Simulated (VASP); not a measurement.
Input of a VASP 6.6.1 run:

Contents of INCAR:

```
ALGO = Normal
EDIFF = 1E-7
EDIFFG = -0.01
ENCUT = 500
GGA = PE
GGA_COMPAT = False
IBRION = 2
ISIF = 4
ISMEAR = 0
LASPH = True
LCHARG = False
LREAL = False
LWAVE = False
NELM = 120
NELMIN = 4
NSW = 60
PREC = Accurate
SIGMA = 0.05
```

Contents of KPOINTS:

```
k-points
0
Gamma
  10 10 6
```

POSCAR

```
CdI2
1.0
    4.2917631461      0.0000000000      0.0000000000
   -2.1458815731      3.7167759115      0.0000000000
    0.0000000000      0.0000000000      7.6357922669
Cd I
1 2
Direct
    0.0000000000      0.0000000000      0.0000000000
    0.3333333333      0.6666666667      0.2237800973
    0.6666666667      0.3333333333      0.7762199027
```

Potentials or basis: VASP PAW PBE potentials, release 64 (Cd, I).

The run is started by

```bash
$ cat potpaw_PBE.64/Cd/POTCAR potpaw_PBE.64/I/POTCAR > POTCAR
$ mpirun -np 1 vasp_std > vasp.out
```

(1) Estimate the band gap on the k mesh.

Answers

(1) 2.40 eV (least direct gap 2.51 eV).

Caveat: spin-orbit coupling is left out, which moves the levels of the heavy elements.
